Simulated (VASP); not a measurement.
# ScS4 (Cmmm) in VASP: notebook, part 2 of 2

VASP 6.6.1.

## Step 4: Single point, PBE

Input file INCAR:

```
SYSTEM = ScS4
PREC     = Accurate       ! precision mode
ENCUT    = 520            ! plane-wave cutoff, eV
EDIFF    = 1E-6           ! SCF threshold, eV
ISMEAR   = 0              ! smearing method
SIGMA    = 0.1            ! smearing width, eV
LREAL    = .False.        ! projectors in reciprocal space
LASPH    = .True.         ! aspherical terms in the spheres
NELM     = 60             ! most SCF steps
ALGO     = Fast           ! electronic algorithm
ISIF     = 2              ! what is computed and relaxed
LWAVE    = .False.        ! write WAVECAR
LCHARG   = .False.        ! write CHGCAR
GGA      = PE             ! functional
NBANDS   = 26             ! bands
```

Input file KPOINTS:

```
Automatic mesh
0
Gamma
  8 8 10
  0 0 0
```

Input file POSCAR:

```
ScS4
1.0
    3.4100233279     -3.9961494378      0.0000000000
    3.4100233279      3.9961494378      0.0000000000
    0.0000000000      0.0000000000      3.6073395909
Sc S
1 4
Direct
    0.0000000000      0.0000000000      0.0000000000
    0.7292997619      0.7292997619      0.5000000000
    0.2707002381      0.2707002381      0.5000000000
    0.6825769249      0.3174230751      0.0000000000
    0.3174230751      0.6825769249      0.0000000000
```

Started as:

```bash
$ cat potpaw_PBE.64/Sc_sv/POTCAR potpaw_PBE.64/S/POTCAR > POTCAR
$ mpirun -np 1 vasp_std > vasp.out
```

Wall time 6.4 min (1 thread of AMD EPYC 9755, shared host); peak memory 0.36 GiB.

Results (log left out):

* Free energy: -22.6957 eV
* Pressure: 0.1 GPa
* Largest force: 0.021 eV/Å
* Band gap on the k mesh: zero (an odd number of electrons rules out a gap without spin polarisation)

Forces in eV/Å, atoms in the order of the input:
```
Sc   0.000  0.000  0.000
S   -0.021  0.000  0.000
S    0.021  0.000  0.000
S    0.000  0.012  0.000
S    0.000 -0.012  0.000
```

Levels at points of the mesh, in eV from the Fermi level:
```tsv
k point	band 14	band 15	band 16	band 17	band 18	band 19	band 20	band 21
(0.00, 0.00, 0.00)	-2.02	-1.37	-0.58	1.15	1.16	1.23	1.26	1.34
(0.50, 0.00, 0.00)	-1.62	-1.34	-0.83	-0.44	-0.19	0.26	0.95	2.16
(0.50, 0.50, 0.00)	-2.17	-1.87	-1.05	-0.84	-0.43	-0.01	0.47	1.63
(0.00, 0.00, 0.50)	-2.30	-2.13	-1.63	-1.34	-1.11	-0.74	0.61	3.38
(0.50, 0.00, 0.50)	-2.05	-1.81	-1.53	-0.32	-0.14	0.15	0.73	2.81
(0.50, 0.50, 0.50)	-1.15	-1.04	-0.53	-0.34	0.70	0.71	1.28	2.22
```

Caveat: an odd number of electrons without spin polarisation forces a metal; a magnetic or distorted state may lie lower.

## Step 5: Relaxation of cell and atoms, PBE

This run uses another cell than the first one, of 20.44 Å³/atom.

Input file INCAR:

```
  ALGO = Normal
  EDIFF = 1E-7
  EDIFFG = -0.04
  ENCUT = 600
  GGA = PE
  IBRION = 2
  ISIF = 3
  ISMEAR = 0
  LASPH = T
  LCHARG = F
  LREAL = F
  LWAVE = F
  NELM = 60
  NSW = 90
  PREC = Accurate
  SIGMA = 0.1
```

Input file KPOINTS:

```
k-points
0
Gamma
  4 4 6
```

Input file POSCAR:

```
ScS4
1.0
    3.7841652100     -3.9736361100      0.0000000000
    3.7841652100      3.9736361100      0.0000000000
    0.0000000000      0.0000000000      3.3980648500
Sc S
1 4
Direct
    0.0000000000      0.0000000000      0.0000000000
    0.8105999900      0.1894000100      0.5000000000
    0.1894000100      0.8105999900      0.5000000000
    0.2852000000      0.2852000000      0.0000000000
    0.7148000000      0.7148000000      0.0000000000
```

Started as:

```bash
$ cat potpaw_PBE.64/Sc_sv/POTCAR potpaw_PBE.64/S/POTCAR > POTCAR
$ mpirun -np 1 vasp_std > vasp.out
```

Run time: 31 min. Hardware: 1 thread of AMD EPYC 9755, shared host; peak memory 0.25 GiB.

The run converged. Its results:

* Free energy: -22.6990 eV
* Relaxed volume: 19.67 Å³/atom
* Relaxed cell: a = 5.234 Å, b = 5.234 Å, c = 3.632 Å, α = 90.00°, β = 90.00°, γ = 81.16°
* Space group after relaxing (to 0.1 Å): Cmmm (No. 65)
* Energy gained by relaxing: 590.6 meV/atom
* Ionic steps: 31
* Pressure after relaxing: 0.1 GPa
* Largest force after relaxing: 0.038 eV/Å
* Band gap on the k mesh: zero (an odd number of electrons rules out a gap without spin polarisation)

Forces in eV/Å, atoms in the order of the input:
```
Sc   0.000  0.000  0.000
S    0.000  0.031  0.000
S    0.000 -0.031  0.000
S    0.038  0.000  0.000
S   -0.038  0.000  0.000
```

Stress tensor (GPa, compression positive):
```
 0.16  0.00  0.00
 0.00  0.28  0.00
 0.00  0.00 -0.24
```

Step by step:
```csv
step,energy change (eV),largest force (eV/Å),pressure (GPa),volume (Å³)
1,0.0000,3.7434,19.78,102.19
2,-1.3114,0.7113,-7.29,144.11
3,-1.9177,0.6156,-1.52,125.57
4,-1.9184,0.6551,-1.27,125.07
5,-1.9180,0.6946,-1.03,124.58
6,-1.9907,0.6849,-1.04,122.03
7,-2.2164,0.6959,-0.74,114.53
8,-2.5661,1.0984,2.24,100.30
9,-0.3570,2.1588,30.93,74.80
10,-2.4527,1.3566,4.35,98.75
11,-2.1437,1.4272,13.09,86.34
12,-2.4361,1.4475,5.76,96.28
13,-2.4564,1.3944,5.74,95.97
14,-2.5100,1.2373,5.74,95.05
15,-2.5857,0.9063,5.99,93.23
16,-2.5771,0.1112,7.55,89.60
17,-2.6097,0.5702,6.55,91.57
18,-2.6638,0.4627,5.61,92.45
19,-2.7821,0.2728,3.08,95.11
20,-2.8573,0.2891,-0.98,100.56
21,-2.8581,0.2636,-0.68,100.09
22,-2.8656,0.2846,-0.58,99.92
23,-2.8866,0.3448,-0.28,99.40
24,-2.9168,0.4239,0.38,98.33
25,-2.9005,0.4330,2.03,96.11
26,-2.9234,0.4442,0.95,97.54
27,-2.9348,0.3489,0.68,97.80
28,-2.9486,0.0863,-0.02,98.52
29,-2.9486,0.0726,-0.06,98.56
30,-2.9513,0.0571,-0.02,98.47
31,-2.9531,0.0383,0.07,98.33
```

Final structure:
```
CELL_PARAMETERS angstrom
3.97530 -3.40511 0.00000
3.97530 3.40511 0.00000
0.00000 0.00000 3.63195
ATOMIC_POSITIONS crystal
Sc 0.00000 0.00000 0.00000
S 0.73017 0.26983 0.50000
S 0.26983 0.73017 0.50000
S 0.31821 0.31821 0.00000
S 0.68179 0.68179 0.00000
```

Levels at points of the mesh, in eV from the Fermi level:
| k point | band 15 | band 16 | band 17 | band 18 | band 19 | band 20 |
| --- | --- | --- | --- | --- | --- | --- |
| (0.00, 0.00, 0.00) | -1.42 | -0.60 | 1.13 | 1.15 | 1.25 | 1.25 |
| (0.50, 0.00, 0.00) | -1.39 | -0.87 | -0.45 | -0.22 | 0.25 | 0.93 |
| (0.50, 0.50, 0.00) | -1.89 | -1.08 | -0.75 | -0.40 | 0.01 | 0.44 |
| (0.00, 0.00, 0.50) | -2.15 | -1.60 | -1.32 | -1.06 | -0.67 | 0.63 |
| (0.50, 0.00, 0.50) | -1.82 | -1.48 | -0.30 | -0.14 | 0.20 | 0.74 |
| (0.50, 0.50, 0.50) | -1.02 | -0.50 | -0.27 | 0.74 | 0.76 | 1.31 |

Caveat: an odd number of electrons without spin polarisation forces a metal; a magnetic or distorted state may lie lower.

## Step 6: Single point, PBE, collinear spin

Input file INCAR:

```
PREC = Accurate
ENCUT = 520
EDIFF = 1E-6
ISMEAR = 0
SIGMA = 0.1
LREAL = False
LASPH = True
NELM = 150
ALGO = Fast
ISIF = 2
LWAVE = False
LCHARG = False
ISPIN = 2
MAGMOM = 1 0 0 0 0
LORBIT = 11
LMAXMIX = 4
GGA = PE
NBANDS = 30
```

Input file KPOINTS:

```
regular mesh
0
Gamma
  4 4 6
```

Input file POSCAR:

```
ScS4
1.0
    3.4328134382     -3.9788640501      0.0000000000
    3.4328134382      3.9788640501      0.0000000000
    0.0000000000      0.0000000000      3.6016861968
Sc S
1 4
Direct
    0.0000000000      0.0000000000      0.0000000000
    0.7297117017      0.7297117017      0.5000000000
    0.2702882983      0.2702882983      0.5000000000
    0.6818650599      0.3181349401      0.0000000000
    0.3181349401      0.6818650599      0.0000000000
```

Potentials or basis: VASP PAW PBE potentials, release 64 (Sc_sv, S).

Started as:

```bash
$ cat potpaw_PBE.64/Sc_sv/POTCAR potpaw_PBE.64/S/POTCAR > POTCAR
$ mpirun -np 1 vasp_std > vasp.out
```

Wall time 2.8 min (1 thread of AMD EPYC 9755, shared host); peak memory 0.27 GiB.

The run converged. Its results:

```
Free energy                                           : -22.7004 eV
Pressure                                              : -0.1 GPa
Largest force                                         : 0.020 eV/Å
Net moment                                            : 0.00 μB per cell
Valence electrons inside the program's atomic spheres : Sc 9.45; S 3.60, 3.55 (each value once)
```

Forces on the atoms (eV/Å):
```
Sc   0.000  0.000  0.000
S   -0.020  0.000  0.000
S    0.020  0.000  0.000
S    0.000  0.009  0.000
S    0.000 -0.009  0.000
```

Stress tensor (GPa, compression positive):
```
-0.07  0.00  0.00
 0.00 -0.14  0.00
 0.00  0.00  0.02
```

Levels at points of the mesh, in eV from the Fermi level:
Spin up:
```
           k point  band 14  band 15  band 16  band 17  band 18  band 19  band 20  band 21
(0.00, 0.00, 0.00)    -1.99    -1.37    -0.56     1.14     1.19     1.25     1.27     1.33
(0.50, 0.00, 0.00)    -1.60    -1.33    -0.83    -0.41    -0.18     0.27     0.97     2.14
(0.50, 0.50, 0.00)    -2.15    -1.88    -1.01    -0.78    -0.46    -0.04     0.48     1.64
(0.00, 0.00, 0.50)    -2.31    -2.18    -1.69    -1.32    -1.07    -0.67     0.58     3.39
(0.50, 0.00, 0.50)    -2.04    -1.84    -1.48    -0.31    -0.18     0.16     0.71     2.81
(0.50, 0.50, 0.50)    -1.19    -1.03    -0.54    -0.28     0.74     0.76     1.28     2.25
```
Spin down:
```csv
k point,band 13,band 14,band 15,band 16,band 17,band 18,band 19,band 20,band 21,band 22
"(0.00, 0.00, 0.00)",-2.27,-1.99,-1.37,-0.56,1.14,1.19,1.25,1.27,1.33,3.12
"(0.50, 0.00, 0.00)",-2.52,-1.60,-1.33,-0.83,-0.41,-0.18,0.27,0.97,2.14,2.95
"(0.50, 0.50, 0.00)",-2.21,-2.15,-1.88,-1.01,-0.78,-0.46,-0.04,0.48,1.64,3.37
"(0.00, 0.00, 0.50)",-2.95,-2.31,-2.18,-1.69,-1.32,-1.07,-0.67,0.58,3.39,3.68
"(0.50, 0.00, 0.50)",-2.51,-2.04,-1.84,-1.48,-0.31,-0.18,0.16,0.71,2.81,2.96
"(0.50, 0.50, 0.50)",-1.55,-1.19,-1.03,-0.54,-0.28,0.74,0.76,1.28,2.25,2.43
```

## Step 7: The runs side by side

```tsv
task	spin	cell	k mesh	cutoff (eV)	gap on the mesh (eV)	pressure (GPa)	largest force (eV/Å)
single point	off	a = 5.255, b = 5.255, c = 3.602 Å, angles 90.0, 90.0, 81.6°, 5 atoms, atomic positions A	4 × 4 × 6	520	none	-0.1	0.02
single point	off	a = 5.487, b = 5.487, c = 3.398 Å, angles 90.0, 90.0, 92.8°, 5 atoms, atomic positions B	4 × 4 × 6	520	none	19.7	3.74
single point	off	a = 5.253, b = 5.253, c = 3.607 Å, angles 90.0, 90.0, 99.0°, 5 atoms, atomic positions C	8 × 8 × 10	520	none	0.1	0.02
relaxation of cell and atoms	off	relaxed from a = 5.487, b = 5.487, c = 3.398 Å, angles 90.0, 90.0, 92.8°, 5 atoms, atomic positions B	4 × 4 × 6	600	none	0.1	0.04
single point	collinear	a = 5.255, b = 5.255, c = 3.602 Å, angles 90.0, 90.0, 98.4°, 5 atoms, atomic positions D	4 × 4 × 6	520	none	-0.1	0.02
```

Alike in all rows: level PBE; potentials or basis VASP PAW PBE potentials, release 64 (Sc_sv, S); smearing gaussian 0.1 eV.

Caveats: an odd number of electrons without spin polarisation forces a metal (at least some runs); a magnetic or distorted state may lie lower (at least some runs); the stress differs along the axes, from 14 to 23 GPa (at least some runs).

Total energies depend on the potentials used, so only differences within one code and one set of settings carry meaning.
